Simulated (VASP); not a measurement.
The system is MgO.

```
CELL_PARAMETERS angstrom
0.00000 2.12685 2.12685
2.12685 0.00000 2.12685
2.12685 2.12685 0.00000
ATOMIC_POSITIONS crystal
Mg 0.00000 0.00000 0.00000
O 0.50000 0.50000 0.50000
```

Base run:

```yaml
Program: VASP 6.6.1
Functional: PBE0
Potentials_or_basis: VASP PAW PBE potentials, release 64 (Mg, O)
Cutoff: 520 eV
k_mesh: 8 × 8 × 8
Occupations: gaussian, width 0.02 eV
Spin: no spin polarisation
```

Its results: band gap on the k mesh 6.87 eV; pressure -6.1 GPa.

Question: The run is repeated on the same cell with these changes: functional from PBE0 to HSE06; further incar settings from ALGO = Normal; EDIFF = 1e-07; NBANDS = 11 to ALGO = Normal; EDIFF = 1e-06; NBANDS = 11. What comes out?

Answer: Band gap on the k mesh 6.13 eV; pressure -6.1 GPa.

Caveats: the cell stands under tension; the PAW data sets were made with another functional, which shifts forces and pressure a little.

